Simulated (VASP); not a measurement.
A run of VASP 6.6.1 is set up as follows.

INCAR

```
SYSTEM = GaSb
ALGO = Normal
EDIFF = 1E-6
ENCUT = 500
GGA = PE
GGA_COMPAT = .FALSE.
ISIF = 2
ISMEAR = 0
LASPH = .TRUE.
LCHARG = .FALSE.
LREAL = .FALSE.
LWAVE = .FALSE.
NBANDS = 16
NELM = 120
PREC = Accurate
SIGMA = 0.1
```

The input KPOINTS:

```
k-points
0
G
  6 6 6
  0 0 0
```

The input POSCAR:

```
GaSb
1.0
   -2.7534340000      2.7534340000      1.5907070000
    2.7534340000     -2.7534340000      1.5907070000
    2.7534340000      2.7534340000     -1.5907070000
Ga Sb
1 1
Direct
    0.2500000000      0.7500000000      0.5000000000
    0.0000000000      0.0000000000      0.0000000000
```

Potentials or basis: VASP PAW PBE potentials, release 64 (Ga_d, Sb).

Run with:

```sh
$ cat potpaw_PBE.64/Ga_d/POTCAR potpaw_PBE.64/Sb/POTCAR > POTCAR
$ mpirun -np 1 vasp_std > vasp.out
```

Task: What does it give for the band gap on the k mesh?

Result: Zero (band 9 reaches 8.36 eV, above the bottom of band 10 at 3.56 eV).

Task: What does it give for the pressure?

Result: 0.4 GPa.

Stress tensor (GPa, compression positive):
```
 1.47  0.00  0.00
 0.00  1.47  0.00
 0.00  0.00 -1.79
```

Caveat: the k points lie up to 0.38 Å⁻¹ apart; spin-orbit coupling is left out, which moves the levels of the heavy elements.
